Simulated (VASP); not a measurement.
# Pt (Immm) in VASP: notebook

Pt is run at these levels: PBE; tasks: single point.

Program: VASP 6.6.1. These are calculated values, not measurements. Logs are shortened: lines on timing, memory, paths and dates and some standing lists are left out, and cuts for length are marked.

### Step 1. The cell of the first run

The structure is orthorhombic, space group Immm (No. 71). The conventional cell has a = 2.686 Å, b = 2.852 Å, c = 3.916 Å, α = 90.00°, β = 90.00°, γ = 90.00°. Within 3.5 Å of Pt (site symmetry mmm) lie 12 Pt at 2.69 to 2.85 Å.

### Step 2. Single point, PBE (strain -0.0600 x Voigt [0, 0, 0, 1, 0, 0])

INCAR

```
SYSTEM = Pt
PREC     = Accurate       ! precision mode
ENCUT    = 520            ! plane-wave cutoff, eV
EDIFF    = 1E-7           ! SCF threshold, eV
ISMEAR   = 0              ! smearing method
SIGMA    = 0.15           ! smearing width, eV
LREAL    = .FALSE.        ! projectors in reciprocal space
LASPH    = .TRUE.         ! aspherical terms in the spheres
NELM     = 100            ! most SCF steps
ALGO     = Normal         ! electronic algorithm
ISIF     = 2              ! what is computed and relaxed
LWAVE    = .FALSE.        ! write WAVECAR
LCHARG   = .FALSE.        ! write CHGCAR
GGA      = PE             ! functional
NBANDS   = 11             ! bands
```

KPOINTS

```
Automatic mesh
0
G
  10 10 10
  0 0 0
```

POSCAR

```
Pt
1.0
    0.0000000000      1.8991630000      1.8991630000
    1.9579000000     -0.0587370000      1.9579000000
    1.9579000000      1.9579000000     -0.0587370000
Pt
1
Direct
    0.0000000000      0.0000000000      0.0000000000
```

Potentials or basis: VASP PAW PBE potentials, release 64 (Pt).

Run with:

```bash
$ cat potpaw_PBE.64/Pt/POTCAR > POTCAR
$ mpirun -np 1 vasp_std > vasp.out
```

OUTCAR:

```text
SYSTEM = Pt
   PREC = Accurate
   ENCUT = 520
   EDIFF = 1E-7
   ISMEAR = 0
   LREAL = .FALSE.
   LASPH = .TRUE.
   NELM = 100
   ISIF = 2
   GGA = PE

 ion  position               nearest neighbor table
   1  0.000  0.000  0.000-

  LATTYP: Found a body centered orthorhombic cell.
 ALAT       =     2.6858220718
 B/A-ratio  =     1.0618556701
 C/A-ratio  =     1.4579521262

  Lattice vectors:

 A1 = (  -1.9579000000,   0.0587370000,  -1.9579000000)
 A2 = (  -1.9579000000,  -0.0587370000,   1.9579000000)
 A3 = (   1.9579000000,   1.9579000000,  -0.0587370000)

Analysis of symmetry for initial positions (statically):
=====================================================================
 Subroutine PRICEL returns:
 Original cell was already a primitive cell.

 Routine SETGRP: Setting up the symmetry group for a
 body centered orthorhombic supercell.

 Subroutine GETGRP returns: Found  8 space group operations
 (whereof  8 operations were pure point group operations)
 out of a pool of  8 trial point group operations.

The static configuration has the point symmetry D_2h.

Analysis of symmetry for dynamics (positions and initial velocities):
=====================================================================
 Subroutine PRICEL returns:
 Original cell was already a primitive cell.

 Routine SETGRP: Setting up the symmetry group for a
 body centered orthorhombic supercell.

 Subroutine GETGRP returns: Found  8 space group operations
 (whereof  8 operations were pure point group operations)
 out of a pool of  8 trial point group operations.

The dynamic configuration has the point symmetry D_2h.

 Subroutine INISYM returns: Found  8 space group operations
 (whereof  8 operations are pure point group operations),
 and found     1 'primitive' translations

----------------------------------------------------------------------------------------

                                     Primitive cell

  volume of cell :      14.9972

  direct lattice vectors                    reciprocal lattice vectors
     0.000000000  1.899163000  1.899163000    -0.255375658  0.263273874  0.263273874
     1.957900000 -0.058737000  1.957900000     0.255375658 -0.247937532  0.247937532
     1.957900000  1.957900000 -0.058737000     0.255375658  0.247937532 -0.247937532

  length of vectors
     2.685822072  2.769511664  2.769511664     0.451489747  0.433777323  0.433777323

  position of ions in fractional coordinates (direct lattice)
     0.000000000  0.000000000  0.000000000

  ion indices of the primitive-cell ions
   primitive index   ion index
                 1           1

----------------------------------------------------------------------------------------

 KPOINTS: Automatic mesh

Automatic generation of k-mesh.
 Grid dimensions read from file:
 generate k-points for:   10   10   10

 Generating k-lattice:

  Cartesian coordinates                     Fractional coordinates (reciprocal lattice)
    -0.025537566  0.026327387  0.026327387     0.100000000  0.000000000  0.000000000
     0.025537566 -0.024793753  0.024793753     0.000000000  0.100000000 -0.000000000
     0.025537566  0.024793753 -0.024793753     0.000000000  0.000000000  0.100000000

  Length of vectors
     0.045148975  0.043377732  0.043377732

  Shift w.r.t. Gamma in fractional coordinates (k-lattice)
     0.000000000  0.000000000  0.000000000

 Subroutine IBZKPT returns following result:
 ===========================================

 Found    171 irreducible k-points:

 Following reciprocal coordinates:
            Coordinates               Weight
  0.000000  0.000000  0.000000      1.000000
  0.100000 -0.000000 -0.000000      4.000000
  0.200000 -0.000000 -0.000000      4.000000
  0.300000 -0.000000 -0.000000      4.000000
  0.400000 -0.000000 -0.000000      4.000000
  0.500000 -0.000000 -0.000000      2.000000
[... 16 lines left out ...]
 -0.400000  0.200000 -0.000000      8.000000
 -0.300000  0.200000  0.000000      8.000000
 [... further k-points ...]
   k-points           NKPTS =    171   k-points in BZ     NKDIM =    171   number of bands    NBANDS=     11
   number of dos      NEDOS =    301   number of ions     NIONS =      1
   total plane-waves  NPLWV =  11520
   dimension x,y,z NGX =    20 NGY =   24 NGZ =   24
   dimension x,y,z NGXF=    40 NGYF=   48 NGZF=   48
   ions per type =               1
   NGX,Y,Z   is equivalent  to a cutoff of  12.38, 14.41, 14.41 a.u.
   NGXF,Y,Z  is equivalent  to a cutoff of  24.76, 28.81, 28.81 a.u.
 SYSTEM =  Pt
   PREC   = accura    normal or accurate (medium, high low for compatibility)
   ISTART =      0    job   : 0-new  1-cont  2-samecut
   ICHARG =      2    charge: 1-file 2-atom 10-const
   ISPIN  =      1    spin polarized calculation?
   LNONCOLLINEAR =      F non collinear calculations
   LSORBIT =      F    spin-orbit coupling
   LASPH  =      T    aspherical Exc in radial PAW
   ENCUT  =  520.0 eV  38.22 Ry    6.18 a.u.   4.99  5.15  5.15*2*pi/ulx,y,z
   NELM   =    100;   NELMIN=  2; NELMDL= -5     # of ELM steps
   EDIFF  = 0.1E-06   stopping-criterion for ELM
   LREAL  =      F    real-space projection
   EDIFFG = 0.1E-05   stopping-criterion for IOM
   NSW    =      0    number of steps for IOM
   IBRION =     -1    ionic relax: 0-MD 1-quasi-New 2-CG
   NFREE  =      0    steps in history (QN), initial steepest desc. (CG)
   ISIF   =      2    stress and relaxation
   ISYM   =      2    0-nonsym 1-usesym 2-fastsym
   POTIM  = 0.5000    time-step for ionic-motion
   TEBEG  =    0.0;   TEEND  =   0.0 temperature during run
   PSTRESS=    0.0 pullay stress
   NELECT =      10.0000    total number of electrons
   NUPDOWN=      -1.0000    fix difference up-down
   EMIN   =  10.00;   EMAX   =-10.00  energy-range for DOS
   EFERMI =   0.00;   METHOD = LEGACY
   ISMEAR =     0;   SIGMA  =   0.15  broadening in eV -4-tet -1-fermi 0-gaus
   EFERMI_NEDOS =   21; number of points for ismear=-14 and -15
   IALGO  =     38    algorithm
   IMIX   =      4    mixing-type and parameters
     AMIX     =   0.40;   BMIX     =  1.00
     AMIX_MAG =   1.60;   BMIX_MAG =  1.00
  volume/ion in A,a.u.               =      15.00       101.21
  Fermi-wavevector in a.u.,A,eV,Ry     =   1.430226  2.702735 27.831349  2.045546
  Thomas-Fermi vector in A             =   2.550094
   LORBIT       =      0    0 simple, 1 ext, 2 COOP (PROOUT), +10 PAW based schemes
   GGA     = PE    functional components
   LHFCALC =     F    Hartree Fock is set to
   AEXX    =    0.0000 exact exchange contribution
   IVDW    =     0    specifies the selected vdW correction
   LEPSILON=     F    determine dielectric tensor
   LRPA    =     F    only Hartree local field effects (RPA)
 non-spin polarized calculation
 Gauss-broadening in eV      SIGMA  =   0.15
  energy-cutoff  :      520.00
  volume of cell :       15.00
 maximum number of plane-waves:       414
   NGX =  9   NGY = 11   NGZ = 11

 number of electron      10.0000000 magnetization

 Free energy of the ion-electron system (eV)
  ---------------------------------------------------
  ext. energy  EPLUGINS =         0.00000000
  ---------------------------------------------------
  free energy    TOTEN  =        -6.05412762 eV

  energy without entropy =       -6.03617807  energy(sigma->0) =       -6.04515285

 E-fermi :  11.3826     XC(G=0): -13.5210

 val. band max:       11.3791485503   @ k =   0.1000   0.4000  -0.0000
 cond. band min:      11.3879579586   @ k =   0.5000  -0.2000   0.1000
 fundamental gap:      0.0088094083
 Fermi energy:        11.3825701915

 k-point     1 :       0.0000    0.0000    0.0000
  band No.  band energies     occupation
      1       1.0917      2.00000
      2       7.2027      2.00000
      3       7.4268      2.00000
      4       7.9313      2.00000
      5       9.7601      2.00000
      6       9.7961      2.00000
      7      25.9463      0.00000
      8      30.0536      0.00000
      9      31.0524      0.00000
     10      32.0141      0.00000
     11      36.3705      0.00000

 k-point     2 :       0.1000   -0.0000   -0.0000
  band No.  band energies     occupation
      1       1.5144      2.00000
      2       7.3695      2.00000
      3       7.4652      2.00000
      4       7.9096      2.00000
      5       9.6323      2.00000
      6       9.6704      2.00000
      7      26.6150      0.00000
      8      29.6813      0.00000
      9      30.7316      0.00000
     10      32.0124      0.00000
     11      38.1235      0.00000

 k-point     3 :       0.2000   -0.0000   -0.0000
  band No.  band energies     occupation
      1       2.6336      2.00000
      2       7.2286      2.00000
      3       7.6424      2.00000
      4       8.2488      2.00000
      5       9.5506      2.00000
      6       9.5726      2.00000
      7      26.6696      0.00000
      8      28.0060      0.00000
      9      32.4975      0.00000
     10      33.4927      0.00000
     11      35.6900      0.00000

 k-point     4 :       0.3000   -0.0000   -0.0000
  band No.  band energies     occupation
      1       3.7612      2.00000
      2       7.5304      2.00000
      3       7.6574      2.00000
      4       8.1931      2.00000
      5      10.0912      2.00000
      6      10.2357      2.00000
      7      23.4786      0.00000
      8      27.3377      0.00000
      9      32.8340      0.00000
     10      33.7954      0.00000
     11      35.6858      0.00000
[... 239 lines left out ...]
 k-point    22 :       0.5000    0.2000   -0.0000
  band No.  band energies     occupation
      1       4.9042      2.00000
      2       6.5806      2.00000
      3       7.9340      2.00000
      4       8.6774      2.00000
      5      11.6334      0.01805
      6      14.3405      0.00000
      7      18.5483      0.00000
      8      25.9056      0.00000
      9      27.8743      0.00000
     10      29.3809      0.00000
     11      38.4712      0.00000

 k-point    23 :      -0.4000    0.2000   -0.0000
  band No.  band energies     occupation
      1       5.0591      2.00000
      2       6.6172      2.00000
      3       8.2765      2.00000
      4       8.5210      2.00000
      5      11.0603      1.99762
      6      14.8309      0.00000
      7      18.3019      0.00000
      8      24.9174      0.00000
      9      28.3236      0.00000
     10      29.6466      0.00000
     11      38.1074      0.00000

 k-point    24 :      -0.3000    0.2000    0.0000
  band No.  band energies     occupation
      1       5.1943      2.00000
      2       6.8952      2.00000
      3       7.3856      2.00000
      4       8.5814      2.00000
      5       9.9482      2.00000
      6      13.1752      0.00000
      7      21.6102      0.00000
      8      24.9831      0.00000
      9      28.5434      0.00000
     10      32.5395      0.00000
     11      34.9402      0.00000

 [... further k-points ...]

------------------------ aborting loop because EDIFF is reached ----------------------------------------

  FORCE on cell =-STRESS in cart. coord.  units (eV):
  Direction    XX          YY          ZZ          XY          YZ          ZX
  --------------------------------------------------------------------------------------
  -------------------------------------------------------------------------------------
  Total        0.9494997      1.2560280      1.2560280      0.0000000      0.5153128      0.0000000
  in kB      101.4366595    134.1836018    134.1836018      0.0000000     55.0517373      0.0000000
  external PRESSURE =     123.2679544 kB  Pullay stress =       0.0000000 kB

 VOLUME and BASIS-vectors are now :
 -----------------------------------------------------------------------------
  energy-cutoff  :      520.00
  volume of cell :       15.00
      direct lattice vectors                 reciprocal lattice vectors
     0.000000000  1.899163000  1.899163000    -0.255375658  0.263273874  0.263273874
     1.957900000 -0.058737000  1.957900000     0.255375658 -0.247937532  0.247937532
     1.957900000  1.957900000 -0.058737000     0.255375658  0.247937532 -0.247937532

 POSITION                                       TOTAL-FORCE (eV/Angst)
 -----------------------------------------------------------------------------------
      0.00000      0.00000      0.00000         0.000000      0.000000      0.000000
 -----------------------------------------------------------------------------------
    total drift:                               -0.000000     -0.000000     -0.000000

  FREE ENERGIE OF THE ION-ELECTRON SYSTEM (eV)
  ---------------------------------------------------
  free  energy   TOTEN  =        -6.0541276197 eV

  energy  without entropy=       -6.0361780746  energy(sigma->0) =       -6.04515285
```

Wall time 17 s (1 thread of Intel Xeon Platinum 8375C at 2.90GHz (Ice Lake), shared host); peak memory 0.15 GiB.

Results:

| Property | Result |
| --- | --- |
| Free energy | -6.0541 eV |
| Pressure | 12.3 GPa |
| Band gap on the k mesh | zero (band 5 reaches 11.96 eV, above the bottom of band 6 at 9.57 eV) |

Stress tensor (GPa, compression positive):
```
10.14  0.00  0.00
 0.00 13.42  5.51
 0.00  5.51 13.42
```

Levels at points of the mesh, in eV from the Fermi level:
| k point | band 3 | band 4 | band 5 | band 6 | band 7 | band 8 |
| --- | --- | --- | --- | --- | --- | --- |
| (0.00, 0.00, 0.00) | -3.96 | -3.45 | -1.62 | -1.59 | 14.56 | 18.67 |
| (0.50, 0.00, 0.00) | -3.59 | -0.23 | -0.08 | 0.25 | 6.35 | 13.96 |
| (0.00, 0.50, 0.00) | -3.51 | -0.75 | -0.22 | 0.14 | 5.48 | 14.40 |
| (0.50, 0.50, 0.00) | -0.10 | 0.46 | 0.58 | 1.79 | 9.00 | 11.41 |
| (0.00, 0.50, 0.50) | 0.02 | 0.46 | 0.54 | 1.76 | 8.92 | 10.31 |

Caveat: the cell differs from its parent crystal (strain -0.0600 x Voigt [0, 0, 0, 1, 0, 0]); spin-orbit coupling is left out, which moves the levels of the heavy elements.

(Continued in part 2 of 2.)
